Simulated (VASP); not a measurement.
Set up this calculation in VASP 6.6.1, as the native input.

- Task: single point
- Functional: PBE
- Potentials or basis: VASP PAW PBE potentials, release 64 (Al, H)
- Cutoff: 520 eV
- k mesh: 5 × 5 × 5
- Occupations: fermi-dirac, width 0.1 eV
- Spin: no spin polarisation
- Dipole correction: no
- Further INCAR settings: ALGO = Normal; EDIFF = 1e-07; NBANDS = 14

The structure of Al2H5 (a cell with a defect) lies in POSCAR:

```
Al2H5
1.0
    2.2007310000      3.7782000000     -0.0619780000
   -2.2898680000      3.8296630000      0.0096890000
   -0.0337690000     -2.5626950000      3.9734510000
Al H
2 5
Direct
    0.0043850000      0.0031890000      0.9991950000
    0.5021270000      0.5093000000      0.5056150000
    0.8951580000      0.6180040000      0.7657680000
    0.2472800000      0.8782170000      0.7442590000
    0.6109820000      0.2436210000      0.7515060000
    0.7641320000      0.1154980000      0.2638740000
    0.3897100000      0.7353440000      0.2435510000
```

The input as run:

INCAR

```
  PREC = Accurate
  ENCUT = 520
  EDIFF = 1E-7
  ISMEAR = -1
  SIGMA = 0.1
  LREAL = False
  LASPH = True
  NELM = 100
  ALGO = Normal
  ISIF = 2
  LWAVE = False
  LCHARG = True
  GGA = PE
  LELF = True
  LVHAR = True
  NBANDS = 14
```

KPOINTS

```
regular mesh
0
Gamma
  5 5 5
```

Potentials or basis: VASP PAW PBE potentials, release 64 (Al, H).

Command:

```sh
$ cat potpaw_PBE.64/Al/POTCAR potpaw_PBE.64/H/POTCAR > POTCAR
$ mpirun -np 1 vasp_std > vasp.out
```

It gave:

- Pressure: 0.2 GPa
- Largest force: 0.626 eV/Å

Wall time 2.1 min on 1 thread of AMD EPYC 7R13 (shared host), peak memory 0.19 GiB.
